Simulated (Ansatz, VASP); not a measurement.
## Li2O in VASP and in Ansatz

The input INCAR:

```
ALGO = Normal ; EDIFF = 1E-6
ENCUT = 750 ; GGA = PE
GGA_COMPAT = F ; ISIF = 2
ISMEAR = 0 ; LASPH = T
LCHARG = T ; LELF = T
LREAL = F ; LVHAR = T
LWAVE = F ; NBANDS = 13
NELM = 120 ; PREC = Accurate
SIGMA = 0.1
```

File KPOINTS:

```
k-points
0
Gamma
  6 6 6
```

Contents of POSCAR:

```
Li2O
1.0
    0.0000000000      2.3095000000      2.3095000000
    2.3095000000      0.0000000000      2.3095000000
    2.3095000000      2.3095000000      0.0000000000
Li O
2 1
Direct
    0.2500000000      0.2500000000      0.2500000000
    0.7500000000      0.7500000000      0.7500000000
    0.0000000000      0.0000000000      0.0000000000
```

Input for Ansatz:

```yaml
crystal:
  lattice:
    - [0.0, 2.3095, 2.3095]
    - [2.3095, 0.0, 2.3095]
    - [2.3095, 2.3095, 0.0]
  atoms:
    - { symbol: Li, position: [0.25, 0.25, 0.25] }
    - { symbol: Li, position: [0.75, 0.75, 0.75] }
    - { symbol: O, position: [0.0, 0.0, 0.0] }
basis:
  ecutwfc: 420
kpoints:
  mp_grid: { grid: [6, 6, 6] }
hamiltonian:
  xc: pbe
scf:
  occupations: { method: gaussian, width: 0.1 }
output:
  forces: true
  stress: true
  eigenvalues: true
```

Alike in both runs: task single point; functional PBE; k mesh 6 × 6 × 6; occupations gaussian, width 0.1 eV; no spin polarisation.

|  | VASP | Ansatz |
| --- | --- | --- |
| version | VASP 6.6.1 | Ansatz 0.2.0 |
| potentials or method | VASP PAW PBE potentials, release 64 (Li_sv, O), cutoff 750 eV | scalar-relativistic, plane waves, PAW |
| valence electrons in the cell | 12 | 12 |

Ansatz gave:

| Property | Result |
| --- | --- |
| gap on the k mesh at the Fermi level (eV) | 4.99 |
| least direct gap on the mesh (eV) | 5.27 |
| pressure (GPa) | 0.4 |

Q: What did VASP give for the same quantities?

A: gap on the k mesh at the Fermi level (eV): 4.98; least direct gap on the mesh (eV): 5.27; pressure (GPa): 0.0.
